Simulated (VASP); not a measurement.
# Cd (R-3m) in VASP: notebook

Cd is run at these levels: PBE; tasks: single point, relaxation of cell and atoms.

All numbers are computed with VASP 6.6.1; they aren't measurements. Logs are shortened: lines on timing, memory, paths and dates and some standing lists are left out, and cuts for length are marked.

## 1. The cell of the first run

The structure is trigonal, space group R-3m (No. 166). The conventional cell has a = 3.319 Å, b = 3.319 Å, c = 7.242 Å, α = 90.00°, β = 90.00°, γ = 120.00°. Within 4.1 Å of Cd (site symmetry -3m) lie 12 Cd at 3.08 to 3.32 Å.

## 2. Single point, PBE

Contents of INCAR:

```
SYSTEM = Cd
PREC     = Accurate       ! precision mode
ENCUT    = 520            ! plane-wave cutoff, eV
EDIFF    = 1E-7           ! SCF threshold, eV
ISMEAR   = 0              ! smearing method
SIGMA    = 0.1            ! smearing width, eV
LREAL    = .False.        ! projectors in reciprocal space
LASPH    = .True.         ! aspherical terms in the spheres
NELM     = 100            ! most SCF steps
ALGO     = Normal         ! electronic algorithm
ISIF     = 2              ! what is computed and relaxed
LWAVE    = .False.        ! write WAVECAR
LCHARG   = .False.        ! write CHGCAR
GGA      = PE             ! functional
NBANDS   = 12             ! bands
```

Contents of KPOINTS:

```
regular mesh
0
Gamma
  21 21 21
  0 0 0
```

Contents of POSCAR:

```
Cd
1.0
    1.6595258986      0.9581277243      2.4139194533
   -1.6595258986      0.9581277243      2.4139194533
    0.0000000000     -1.9162554486      2.4139194533
Cd
1
Direct
    0.5000000000      0.5000000000      0.5000000000
```

Potentials or basis: VASP PAW PBE potentials, release 64 (Cd).

Command:

```console
$ cat potpaw_PBE.64/Cd/POTCAR > POTCAR
$ mpirun -np 1 vasp_std > vasp.out
```

OUTCAR:

```text
SYSTEM = Cd
   PREC = Accurate
   ENCUT = 520
   EDIFF = 1E-7
   ISMEAR = 0
   LREAL = .False.
   LASPH = .True.
   NELM = 100
   ISIF = 2
   GGA = PE

 ion  position               nearest neighbor table
   1  0.500  0.500  0.500-

  LATTYP: Found a trigonal (rhomboedric) cell.
 ALAT       =     3.0820516010
 COS(alpha) =     0.4201465395

  Lattice vectors:

 A1 = (   1.6595258986,   0.9581277243,   2.4139194533)
 A2 = (  -1.6595258986,   0.9581277243,   2.4139194533)
 A3 = (   0.0000000000,  -1.9162554486,   2.4139194533)

Analysis of symmetry for initial positions (statically):
=====================================================================
 Subroutine PRICEL returns:
 Original cell was already a primitive cell.

 Routine SETGRP: Setting up the symmetry group for a
 trigonal (rhombohedral) supercell.

 Subroutine GETGRP returns: Found 12 space group operations
 (whereof 12 operations were pure point group operations)
 out of a pool of 12 trial point group operations.

The static configuration has the point symmetry D_3d.

Analysis of symmetry for dynamics (positions and initial velocities):
=====================================================================
 Subroutine PRICEL returns:
 Original cell was already a primitive cell.

 Routine SETGRP: Setting up the symmetry group for a
 trigonal (rhombohedral) supercell.

 Subroutine GETGRP returns: Found 12 space group operations
 (whereof 12 operations were pure point group operations)
 out of a pool of 12 trial point group operations.

The dynamic configuration has the point symmetry D_3d.

 Subroutine INISYM returns: Found 12 space group operations
 (whereof 12 operations are pure point group operations),
 and found     1 'primitive' translations

----------------------------------------------------------------------------------------

                                     Primitive cell

  volume of cell :      23.0293

  direct lattice vectors                    reciprocal lattice vectors
     1.659525899  0.958127724  2.413919453     0.301290869  0.173950364  0.138088010
    -1.659525899  0.958127724  2.413919453    -0.301290869  0.173950364  0.138088010
     0.000000000 -1.916255449  2.413919453     0.000000000 -0.347900729  0.138088010

  length of vectors
     3.082051601  3.082051601  3.082051601     0.374303641  0.374303641  0.374303641

  position of ions in fractional coordinates (direct lattice)
     0.500000000  0.500000000  0.500000000

  ion indices of the primitive-cell ions
   primitive index   ion index
                 1           1

----------------------------------------------------------------------------------------

 KPOINTS: regular mesh

Automatic generation of k-mesh.
 Grid dimensions read from file:
 generate k-points for:   21   21   21

 Generating k-lattice:

  Cartesian coordinates                     Fractional coordinates (reciprocal lattice)
     0.014347184  0.008283351  0.006575620     0.047619048  0.000000000  0.000000000
    -0.014347184  0.008283351  0.006575620     0.000000000  0.047619048  0.000000000
     0.000000000 -0.016566701  0.006575620     0.000000000  0.000000000  0.047619048

  Length of vectors
     0.017823983  0.017823983  0.017823983

  Shift w.r.t. Gamma in fractional coordinates (k-lattice)
     0.000000000  0.000000000  0.000000000

 Subroutine IBZKPT returns following result:
 ===========================================

 Found    891 irreducible k-points:

 Following reciprocal coordinates:
            Coordinates               Weight
  0.000000  0.000000  0.000000      1.000000
  0.047619  0.000000  0.000000      6.000000
  0.095238  0.000000  0.000000      6.000000
  0.142857  0.000000 -0.000000      6.000000
  0.190476  0.000000  0.000000      6.000000
  0.238095  0.000000  0.000000      6.000000
[... 16 lines left out ...]
 -0.428571  0.047619 -0.000000     12.000000
 -0.380952  0.047619 -0.000000     12.000000
 [... further k-points ...]
   k-points           NKPTS =    891   k-points in BZ     NKDIM =    891   number of bands    NBANDS=     12
   number of dos      NEDOS =    301   number of ions     NIONS =      1
   total plane-waves  NPLWV =  13824
   dimension x,y,z NGX =    24 NGY =   24 NGZ =   24
   dimension x,y,z NGXF=    48 NGYF=   48 NGZF=   48
   ions per type =               1
   NGX,Y,Z   is equivalent  to a cutoff of  12.95, 12.95, 12.95 a.u.
   NGXF,Y,Z  is equivalent  to a cutoff of  25.89, 25.89, 25.89 a.u.
 SYSTEM =  Cd
   PREC   = accura    normal or accurate (medium, high low for compatibility)
   ISTART =      0    job   : 0-new  1-cont  2-samecut
   ICHARG =      2    charge: 1-file 2-atom 10-const
   ISPIN  =      1    spin polarized calculation?
   LNONCOLLINEAR =      F non collinear calculations
   LSORBIT =      F    spin-orbit coupling
   LASPH  =      T    aspherical Exc in radial PAW
   ENCUT  =  520.0 eV  38.22 Ry    6.18 a.u.   5.73  5.73  5.73*2*pi/ulx,y,z
   NELM   =    100;   NELMIN=  2; NELMDL= -5     # of ELM steps
   EDIFF  = 0.1E-06   stopping-criterion for ELM
   LREAL  =      F    real-space projection
   EDIFFG = 0.1E-05   stopping-criterion for IOM
   NSW    =      0    number of steps for IOM
   IBRION =     -1    ionic relax: 0-MD 1-quasi-New 2-CG
   NFREE  =      0    steps in history (QN), initial steepest desc. (CG)
   ISIF   =      2    stress and relaxation
   ISYM   =      2    0-nonsym 1-usesym 2-fastsym
   POTIM  = 0.5000    time-step for ionic-motion
   TEBEG  =    0.0;   TEEND  =   0.0 temperature during run
   PSTRESS=    0.0 pullay stress
   NELECT =      12.0000    total number of electrons
   NUPDOWN=      -1.0000    fix difference up-down
   EMIN   =  10.00;   EMAX   =-10.00  energy-range for DOS
   EFERMI =   0.00;   METHOD = LEGACY
   ISMEAR =     0;   SIGMA  =   0.10  broadening in eV -4-tet -1-fermi 0-gaus
   EFERMI_NEDOS =   21; number of points for ismear=-14 and -15
   IALGO  =     38    algorithm
   IMIX   =      4    mixing-type and parameters
     AMIX     =   0.40;   BMIX     =  1.00
     AMIX_MAG =   1.60;   BMIX_MAG =  1.00
  volume/ion in A,a.u.               =      23.03       155.41
  Fermi-wavevector in a.u.,A,eV,Ry     =   1.317371  2.489470 23.612452  1.735466
  Thomas-Fermi vector in A             =   2.447417
   LORBIT       =      0    0 simple, 1 ext, 2 COOP (PROOUT), +10 PAW based schemes
   GGA     = PE    functional components
   LHFCALC =     F    Hartree Fock is set to
   AEXX    =    0.0000 exact exchange contribution
   IVDW    =     0    specifies the selected vdW correction
   LEPSILON=     F    determine dielectric tensor
   LRPA    =     F    only Hartree local field effects (RPA)
 non-spin polarized calculation
 Gauss-broadening in eV      SIGMA  =   0.10
  energy-cutoff  :      520.00
  volume of cell :       23.03
 maximum number of plane-waves:       636
   NGX = 11   NGY = 11   NGZ = 11

 number of electron      12.0000004 magnetization

 Free energy of the ion-electron system (eV)
  ---------------------------------------------------
  ext. energy  EPLUGINS =         0.00000000
  ---------------------------------------------------
  free energy    TOTEN  =        -0.74298467 eV

  energy without entropy =       -0.74147332  energy(sigma->0) =       -0.74222900

 E-fermi :   2.4274     XC(G=0): -10.6975

 val. band max:        2.4267730168   @ k =  -0.3810   0.4762   0.2381
 cond. band min:       2.4321954214   @ k =  -0.1905   0.4762   0.1429
 fundamental gap:      0.0054224046
 Fermi energy:         2.4273710191

 k-point     1 :       0.0000    0.0000    0.0000
  band No.  band energies     occupation
      1      -6.7135      2.00000
      2      -6.7135      2.00000
      3      -6.3734      2.00000
      4      -6.1081      2.00000
      5      -6.1081      2.00000
      6      -5.9118      2.00000
      7      15.3962      0.00000
      8      15.7095      0.00000
      9      15.7095      0.00000
     10      19.1993      0.00000
     11      19.1993      0.00000
     12      20.2107      0.00000

 k-point     2 :       0.0476    0.0000    0.0000
  band No.  band energies     occupation
      1      -6.7103      2.00000
      2      -6.7096      2.00000
      3      -6.3688      2.00000
      4      -6.1097      2.00000
      5      -6.1096      2.00000
      6      -5.8590      2.00000
      7      14.8100      0.00000
      8      15.4968      0.00000
      9      15.6622      0.00000
     10      19.3180      0.00000
     11      19.5270      0.00000
     12      20.4500      0.00000

 k-point     3 :       0.0952    0.0000    0.0000
  band No.  band energies     occupation
      1      -6.7085      2.00000
      2      -6.6994      2.00000
      3      -6.3526      2.00000
      4      -6.1130      2.00000
      5      -6.1129      2.00000
      6      -5.6960      2.00000
      7      13.2820      0.00000
      8      15.4644      0.00000
      9      15.5380      0.00000
     10      19.5769      0.00000
     11      19.6521      0.00000
     12      20.3461      0.00000

 k-point     4 :       0.1429    0.0000   -0.0000
  band No.  band energies     occupation
      1      -6.7218      2.00000
      2      -6.6870      2.00000
      3      -6.3240      2.00000
      4      -6.1138      2.00000
      5      -6.1127      2.00000
      6      -5.4151      2.00000
      7      11.5916      0.00000
      8      15.3724      0.00000
      9      15.4236      0.00000
     10      19.3803      0.00000
     11      20.1415      0.00000
     12      20.2104      0.00000

 k-point     5 :       0.1905    0.0000    0.0000
  band No.  band energies     occupation
      1      -6.7546      2.00000
      2      -6.6783      2.00000
      3      -6.2947      2.00000
      4      -6.1070      2.00000
      5      -6.0961      2.00000
      6      -5.0127      2.00000
      7       9.8944      0.00000
      8      15.1960      0.00000
      9      15.3503      0.00000
     10      19.0005      0.00000
     11      20.1473      0.00000
     12      20.5680      0.00000
[... 228 lines left out ...]
      1      -6.9809      2.00000
      2      -6.7387      2.00000
      3      -6.3263      2.00000
      4      -5.9695      2.00000
      5      -5.7707      2.00000
      6      -0.4619      2.00000
      7       1.4471      2.00000
      8      14.1703      0.00000
      9      14.3922      0.00000
     10      16.8051      0.00000
     11      18.6529      0.00000
     12      19.3477      0.00000

 k-point    22 :      -0.4762    0.0476   -0.0000
  band No.  band energies     occupation
      1      -6.9850      2.00000
      2      -6.7410      2.00000
      3      -6.3303      2.00000
      4      -5.9570      2.00000
      5      -5.7696      2.00000
      6       0.1370      2.00000
      7       0.7913      2.00000
      8      13.8541      0.00000
      9      14.5348      0.00000
     10      16.8525      0.00000
     11      18.5969      0.00000
     12      19.4533      0.00000

 k-point    23 :      -0.4286    0.0476   -0.0000
  band No.  band energies     occupation
      1      -6.9726      2.00000
      2      -6.7346      2.00000
      3      -6.3280      2.00000
      4      -5.9609      2.00000
      5      -5.7948      2.00000
      6      -0.9060      2.00000
      7       1.9729      2.00000
      8      13.6200      0.00000
      9      14.7458      0.00000
     10      17.0158      0.00000
     11      18.5740      0.00000
     12      19.6973      0.00000

 k-point    24 :      -0.3810    0.0476   -0.0000
  band No.  band energies     occupation
      1      -6.9450      2.00000
      2      -6.7210      2.00000
      3      -6.3199      2.00000
      4      -5.9798      2.00000
      5      -5.8435      2.00000
      6      -1.9023      2.00000
      7       3.3028      0.00000
      8      13.4731      0.00000
      9      15.0019      0.00000
     10      17.2996      0.00000
     11      18.6295      0.00000
     12      20.0439      0.00000

 [... further k-points ...]

------------------------ aborting loop because EDIFF is reached ----------------------------------------

  FORCE on cell =-STRESS in cart. coord.  units (eV):
  Direction    XX          YY          ZZ          XY          YZ          ZX
  --------------------------------------------------------------------------------------
  -------------------------------------------------------------------------------------
  Total        0.0293903      0.0293903      0.0425192      0.0000000      0.0000000      0.0000000
  in kB        2.0447187      2.0447187      2.9581080      0.0000000      0.0000000      0.0000000
  external PRESSURE =       2.3491818 kB  Pullay stress =       0.0000000 kB

 VOLUME and BASIS-vectors are now :
 -----------------------------------------------------------------------------
  energy-cutoff  :      520.00
  volume of cell :       23.03
      direct lattice vectors                 reciprocal lattice vectors
     1.659525899  0.958127724  2.413919453     0.301290869  0.173950364  0.138088010
    -1.659525899  0.958127724  2.413919453    -0.301290869  0.173950364  0.138088010
     0.000000000 -1.916255449  2.413919453     0.000000000 -0.347900729  0.138088010

 POSITION                                       TOTAL-FORCE (eV/Angst)
 -----------------------------------------------------------------------------------
      0.00000      0.00000      3.62088        -0.000000      0.000000      0.000000
 -----------------------------------------------------------------------------------
    total drift:                               -0.000000      0.000000     -0.000000

  FREE ENERGIE OF THE ION-ELECTRON SYSTEM (eV)
  ---------------------------------------------------
  free  energy   TOTEN  =        -0.7429846732 eV

  energy  without entropy=       -0.7414733242  energy(sigma->0) =       -0.74222900
```

Wall time 52 s (1 thread of Intel Xeon 6975P-C (Granite Rapids), shared host); peak memory 0.33 GiB.

What came out:

| Item | Value |
| --- | --- |
| Free energy | -0.7430 eV |
| Pressure | 0.2 GPa |
| Band gap on the k mesh | zero (band 6 reaches 3.96 eV, above the bottom of band 7 at 0.70 eV) |

[end of part 1 of 2]
